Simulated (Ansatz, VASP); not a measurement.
## Two plane-wave programs on Ga

```xyz
1
Lattice="-1.4040 1.4040 2.2290 1.4040 -1.4040 2.2290 1.4040 1.4040 -2.2290" Properties=species:S:1:pos:R:3 pbc="T T T"
Ga    0.0000    0.0000    0.0000
```

Alike in both runs: task single point; functional PBE; dispersion D3(BJ); k mesh 26 × 26 × 26; occupations gaussian, width 0.15 eV; no spin polarisation.

|  | VASP | Ansatz |
| --- | --- | --- |
| version | VASP 6.6.1 | Ansatz 0.2.0 |
| potentials or method | VASP PAW PBE potentials, release 64 (Ga_d), cutoff 500 eV | scalar-relativistic, plane waves, PAW |
| valence electrons in the cell | 13 | 13 |

Ansatz gave:

```
gap on the k mesh at the Fermi level (eV)                     : none
pressure (GPa)                                                : 1.3
traceless stress, the component that is largest in VASP (GPa) : -0.30
```

Question: What did VASP give for the same quantities?

Answer: gap on the k mesh at the Fermi level (eV): none; pressure (GPa): 1.3; traceless stress, the component that is largest in VASP (GPa): -0.33.

A gap of «none» marks a metal or a gap that the smearing closes.
